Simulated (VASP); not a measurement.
# ZnS (P6_3mc) in VASP: a series of runs, part 3 of 4

VASP 6.6.1. Earlier steps stand in the parts before.

## Step 4: Single point, PBE

This run uses another cell than the first one, of 16.69 Å³/atom.

The input, INCAR:

```
ALGO = Normal
EDIFF = 1E-7
ENCUT = 520
GGA = PE
ISIF = 2
ISMEAR = 0
LASPH = True
LCHARG = False
LREAL = False
LWAVE = False
NBANDS = 26
NELM = 60
PREC = Accurate
SIGMA = 0.02
```

The input, KPOINTS:

```
k-points
0
Gamma
  12 12 6
```

The input, POSCAR:

```
ZnS
1.0
    3.5962576329      0.0000000000      0.0000000000
   -1.7981288165      3.1144504686      0.0000000000
    0.0000000000      0.0000000000      5.9592144815
Zn S
2 2
Direct
    0.3333333333      0.6666666667      0.0019944007
    0.6666666667      0.3333333333      0.5019944007
    0.3333333333      0.6666666667      0.3730055993
    0.6666666667      0.3333333333      0.8730055993
```

Potentials or basis: VASP PAW PBE potentials, release 64 (Zn, S).

The run is started by

```console
> cat potpaw_PBE.64/Zn/POTCAR potpaw_PBE.64/S/POTCAR > POTCAR
> mpirun -np 1 vasp_std > vasp.out
```

OUTCAR:

```text
EDIFF = 1E-7
   ENCUT = 520
   GGA = PE
   ISIF = 2
   ISMEAR = 0
   LASPH = True
   LREAL = False
   NELM = 60
   PREC = Accurate

 ion  position               nearest neighbor table
   1  0.333  0.667  0.002-   3 2.21   4 2.21   4 2.21   4 2.21
   2  0.667  0.333  0.502-   4 2.21   3 2.21   3 2.21   3 2.21
   3  0.333  0.667  0.373-   1 2.21   2 2.21   2 2.21   2 2.21
   4  0.667  0.333  0.873-   2 2.21   1 2.21   1 2.21   1 2.21

  LATTYP: Found a hexagonal cell.
 ALAT       =     3.5962576329
 C/A-ratio  =     1.6570599467

  Lattice vectors:

 A1 = (   3.5962576329,   0.0000000000,   0.0000000000)
 A2 = (  -1.7981288165,   3.1144504686,   0.0000000000)
 A3 = (   0.0000000000,   0.0000000000,   5.9592144815)

Analysis of symmetry for initial positions (statically):
=====================================================================
 Subroutine PRICEL returns:
 Original cell was already a primitive cell.

 Routine SETGRP: Setting up the symmetry group for a
 hexagonal supercell.

 Subroutine GETGRP returns: Found 12 space group operations
 (whereof  6 operations were pure point group operations)
 out of a pool of 24 trial point group operations.

The static configuration has the point symmetry C_3v.
 The point group associated with its full space group is C_6v.

Analysis of symmetry for dynamics (positions and initial velocities):
=====================================================================
 Subroutine PRICEL returns:
 Original cell was already a primitive cell.

 Routine SETGRP: Setting up the symmetry group for a
 hexagonal supercell.

 Subroutine GETGRP returns: Found 12 space group operations
 (whereof  6 operations were pure point group operations)
 out of a pool of 24 trial point group operations.

The dynamic configuration has the point symmetry C_3v.
 The point group associated with its full space group is C_6v.

 Subroutine INISYM returns: Found 12 space group operations
 (whereof  6 operations are pure point group operations),
 and found     1 'primitive' translations

----------------------------------------------------------------------------------------

                                     Primitive cell

  volume of cell :      66.7454

  direct lattice vectors                    reciprocal lattice vectors
     3.596257633  0.000000000  0.000000000     0.278066841  0.160541966  0.000000000
    -1.798128817  3.114450469  0.000000000     0.000000000  0.321083931  0.000000000
     0.000000000  0.000000000  5.959214482     0.000000000  0.000000000  0.167807352

  length of vectors
     3.596257633  3.596257633  5.959214482     0.321083931  0.321083931  0.167807352

  position of ions in fractional coordinates (direct lattice)
     0.333333333  0.666666667  0.001994401
     0.666666667  0.333333333  0.501994401
     0.333333333  0.666666667  0.373005599
     0.666666667  0.333333333  0.873005599

  ion indices of the primitive-cell ions
   primitive index   ion index
                 1           1
                 2           2
                 3           3
                 4           4

----------------------------------------------------------------------------------------

 KPOINTS: k-points

Automatic generation of k-mesh.
 Grid dimensions read from file:
 generate k-points for:   12   12    6

 Generating k-lattice:

  Cartesian coordinates                     Fractional coordinates (reciprocal lattice)
     0.023172237  0.013378497  0.000000000     0.083333333  0.000000000  0.000000000
     0.000000000  0.026756994  0.000000000     0.000000000  0.083333333  0.000000000
     0.000000000  0.000000000  0.027967892     0.000000000  0.000000000  0.166666667

  Length of vectors
     0.026756994  0.026756994  0.027967892

  Shift w.r.t. Gamma in fractional coordinates (k-lattice)
     0.000000000  0.000000000  0.000000000

 Subroutine IBZKPT returns following result:
 ===========================================

 Found     76 irreducible k-points:

 Following reciprocal coordinates:
            Coordinates               Weight
  0.000000  0.000000  0.000000      1.000000
  0.083333  0.000000  0.000000      6.000000
  0.166667  0.000000  0.000000      6.000000
  0.250000 -0.000000  0.000000      6.000000
  0.333333 -0.000000  0.000000      6.000000
  0.416667 -0.000000  0.000000      6.000000
[... 16 lines left out ...]
  0.250000 -0.000000  0.166667     12.000000
  0.333333 -0.000000  0.166667     12.000000
 [... further k-points ...]
   k-points           NKPTS =     76   k-points in BZ     NKDIM =     76   number of bands    NBANDS=     26
   number of dos      NEDOS =    301   number of ions     NIONS =      4
   total plane-waves  NPLWV =  37632
   dimension x,y,z NGX =    28 NGY =   28 NGZ =   48
   dimension x,y,z NGXF=    56 NGYF=   56 NGZF=   96
   ions per type =               2   2
   NGX,Y,Z   is equivalent  to a cutoff of  12.94, 12.94, 13.39 a.u.
   NGXF,Y,Z  is equivalent  to a cutoff of  25.89, 25.89, 26.78 a.u.
 SYSTEM =  unknown system
   PREC   = accura    normal or accurate (medium, high low for compatibility)
   ISTART =      0    job   : 0-new  1-cont  2-samecut
   ICHARG =      2    charge: 1-file 2-atom 10-const
   ISPIN  =      1    spin polarized calculation?
   LNONCOLLINEAR =      F non collinear calculations
   LSORBIT =      F    spin-orbit coupling
   LASPH  =      T    aspherical Exc in radial PAW
   ENCUT  =  520.0 eV  38.22 Ry    6.18 a.u.   6.69  6.69 11.08*2*pi/ulx,y,z
   NELM   =     60;   NELMIN=  2; NELMDL= -5     # of ELM steps
   EDIFF  = 0.1E-06   stopping-criterion for ELM
   LREAL  =      F    real-space projection
   EDIFFG = 0.1E-05   stopping-criterion for IOM
   NSW    =      0    number of steps for IOM
   IBRION =     -1    ionic relax: 0-MD 1-quasi-New 2-CG
   NFREE  =      0    steps in history (QN), initial steepest desc. (CG)
   ISIF   =      2    stress and relaxation
   ISYM   =      2    0-nonsym 1-usesym 2-fastsym
   POTIM  = 0.5000    time-step for ionic-motion
   TEBEG  =    0.0;   TEEND  =   0.0 temperature during run
   PSTRESS=    0.0 pullay stress
   NELECT =      36.0000    total number of electrons
   NUPDOWN=      -1.0000    fix difference up-down
   EMIN   =  10.00;   EMAX   =-10.00  energy-range for DOS
   EFERMI =   0.00;   METHOD = LEGACY
   ISMEAR =     0;   SIGMA  =   0.02  broadening in eV -4-tet -1-fermi 0-gaus
   EFERMI_NEDOS =   21; number of points for ismear=-14 and -15
   IALGO  =     38    algorithm
   IMIX   =      4    mixing-type and parameters
     AMIX     =   0.40;   BMIX     =  1.00
     AMIX_MAG =   1.60;   BMIX_MAG =  1.00
  volume/ion in A,a.u.               =      16.69       112.61
  Fermi-wavevector in a.u.,A,eV,Ry     =   1.332606  2.518261 24.161770  1.775840
  Thomas-Fermi vector in A             =   2.461528
   LORBIT       =      0    0 simple, 1 ext, 2 COOP (PROOUT), +10 PAW based schemes
   GGA     = PE    functional components
   LHFCALC =     F    Hartree Fock is set to
   AEXX    =    0.0000 exact exchange contribution
   IVDW    =     0    specifies the selected vdW correction
   LEPSILON=     F    determine dielectric tensor
   LRPA    =     F    only Hartree local field effects (RPA)
 non-spin polarized calculation
 Gauss-broadening in eV      SIGMA  =   0.02
  energy-cutoff  :      520.00
  volume of cell :       66.75
 maximum number of plane-waves:      1834
 NGX is ok and might be reduce to    28
   NGX = 13   NGY = 13   NGZ = 23

 number of electron      35.9999997 magnetization

 Free energy of the ion-electron system (eV)
  ---------------------------------------------------
  ext. energy  EPLUGINS =         0.00000000
  ---------------------------------------------------
  free energy    TOTEN  =       -12.93723639 eV

  energy without entropy =      -12.93723639  energy(sigma->0) =      -12.93723639

 E-fermi :   3.9655     XC(G=0): -10.4377

 val. band max:        3.8770658375   @ k =   0.0000   0.0000   0.0000
 cond. band min:       6.8077775582   @ k =   0.0000   0.0000   0.0000
 fundamental gap:      2.9307117207
 Fermi energy:         3.9655174502

 k-point     1 :       0.0000    0.0000    0.0000
  band No.  band energies     occupation
      1     -10.6350      2.00000
      2      -9.3826      2.00000
      3      -3.3429      2.00000
      4      -3.2931      2.00000
      5      -3.2931      2.00000
      6      -3.1784      2.00000
[... 685 lines left out ...]
     25      13.2141      0.00000
     26      14.4445      0.00000

 [... further k-points ...]

------------------------ aborting loop because EDIFF is reached ----------------------------------------

  FORCE on cell =-STRESS in cart. coord.  units (eV):
  Direction    XX          YY          ZZ          XY          YZ          ZX
  --------------------------------------------------------------------------------------
  -------------------------------------------------------------------------------------
  Total        8.4438333      8.4438333      8.4539012     -0.0000000     -0.0000000      0.0000000
  in kB      202.6884445    202.6884445    202.9301176     -0.0000000     -0.0000000      0.0000000
  external PRESSURE =     202.7690022 kB  Pullay stress =       0.0000000 kB

 VOLUME and BASIS-vectors are now :
 -----------------------------------------------------------------------------
  energy-cutoff  :      520.00
  volume of cell :       66.75
      direct lattice vectors                 reciprocal lattice vectors
     3.596257633  0.000000000  0.000000000     0.278066841  0.160541966  0.000000000
    -1.798128817  3.114450469  0.000000000     0.000000000  0.321083931  0.000000000
     0.000000000  0.000000000  5.959214482     0.000000000  0.000000000  0.167807352

 POSITION                                       TOTAL-FORCE (eV/Angst)
 -----------------------------------------------------------------------------------
     -0.00000      2.07630      0.01189         0.000000     -0.000000     -0.000552
      1.79813      1.03815      2.99149        -0.000000      0.000000     -0.000552
     -0.00000      2.07630      2.22282        -0.000000      0.000000      0.000552
      1.79813      1.03815      5.20243        -0.000000     -0.000000      0.000552
 -----------------------------------------------------------------------------------
    total drift:                               -0.000001     -0.000001     -0.002997

  FREE ENERGIE OF THE ION-ELECTRON SYSTEM (eV)
  ---------------------------------------------------
  free  energy   TOTEN  =       -12.9372363877 eV

  energy  without entropy=      -12.9372363877  energy(sigma->0) =      -12.93723639
```

OSZICAR:

```text
N       E                     dE             d eps       ncg     rms          rms(c)
DAV:   1     0.256021605324E+03    0.25602E+03   -0.17368E+04  3952   0.177E+03
DAV:   2     0.112011238876E+02   -0.24482E+03   -0.23328E+03  4056   0.366E+02
DAV:   3    -0.132521373494E+02   -0.24453E+02   -0.24206E+02  4718   0.115E+02
DAV:   4    -0.138542253480E+02   -0.60209E+00   -0.60082E+00  4646   0.179E+01
DAV:   5    -0.138630028898E+02   -0.87775E-02   -0.87748E-02  4780   0.220E+00    0.135E+01
DAV:   6    -0.129580462623E+02    0.90496E+00   -0.17676E+00  5586   0.419E+01    0.100E+01
DAV:   7    -0.129538553230E+02    0.41909E-02   -0.17595E+00  4168   0.825E+00    0.397E+00
DAV:   8    -0.129404330612E+02    0.13422E-01   -0.40943E-02  4360   0.128E+00    0.130E+00
DAV:   9    -0.129369362137E+02    0.34968E-02   -0.19055E-02  4426   0.892E-01    0.277E-01
DAV:  10    -0.129370697960E+02   -0.13358E-03   -0.77532E-04  4714   0.243E-01    0.154E-01
DAV:  11    -0.129372389310E+02   -0.16914E-03   -0.19175E-04  4224   0.204E-01    0.744E-02
DAV:  12    -0.129372336418E+02    0.52892E-05   -0.58153E-05  4900   0.177E-01    0.154E-02
DAV:  13    -0.129372360052E+02   -0.23634E-05   -0.98164E-06  4194   0.213E-02    0.353E-03
DAV:  14    -0.129372365479E+02   -0.54268E-06   -0.66106E-07  4514   0.601E-03    0.517E-03
DAV:  15    -0.129372363906E+02    0.15728E-06   -0.18826E-07  3380   0.979E-03    0.179E-03
DAV:  16    -0.129372363877E+02    0.28790E-08   -0.69851E-08  2156   0.198E-03
   1 F= -.12937236E+02 E0= -.12937236E+02  d E =-.836416E-13
```

Wall time 73 s (1 thread of AMD EPYC 9R45 (Zen 5), shared host); peak memory 0.22 GiB.

What came out:

```yaml
Free_energy: -12.9372 eV
Pressure: 20.3 GPa
Band_gap_on_the_k_mesh: 2.93 eV
```

Caveat: the cell stands under pressure. A k mesh can miss the band edges.

## Step 5: Single point, PBE

This run uses another cell than the first one, of 16.69 Å³/atom.

The input, INCAR:

```
SYSTEM = ZnS
PREC = Accurate ; ENCUT = 520
EDIFF = 1E-7 ; ISMEAR = 0
SIGMA = 0.02 ; LREAL = .False.
LASPH = .True. ; NELM = 100
ALGO = Normal ; ISIF = 2
LWAVE = .False. ; LCHARG = .True.
GGA = PE ; LELF = .True.
LVHAR = .True. ; NBANDS = 26
```

The input, KPOINTS:

```
regular mesh
0
Gamma
  12 12 6
  0 0 0
```

POSCAR is that of step 4.

The run is started by

```console
> cat potpaw_PBE.64/Zn/POTCAR potpaw_PBE.64/S/POTCAR > POTCAR
> mpirun -np 1 vasp_std > vasp.out
```

Wall time 75 s (1 thread of AMD EPYC 9R45 (Zen 5), shared host); peak memory 0.22 GiB.

It converged, with:

- Free energy: -12.9372 eV
- Pressure: 20.3 GPa
- Band gap on the k mesh: 2.93 eV

Levels at points of the mesh, in eV from the valence-band top:
```
           k point  band 14  band 15  band 16  band 17  band 18  band 19  band 20  band 21  band 22  band 23
(0.00, 0.00, 0.00)    -1.15    -1.15    -0.18     0.00     0.00     2.93     3.46     6.17     6.17     6.28
(0.50, 0.00, 0.00)    -4.83    -4.15    -2.87    -2.28    -1.14     3.48     4.57     4.87     6.70     7.94
(0.00, 0.00, 0.50)    -3.37    -0.61    -0.61    -0.61    -0.61     4.02     4.02     6.67     6.67     6.67
(0.50, 0.00, 0.50)    -5.69    -2.15    -2.15    -2.08    -2.08     3.45     3.45     5.04     5.04     8.95
```

Caveat: the cell stands under pressure.

[end of part 3 of 4]
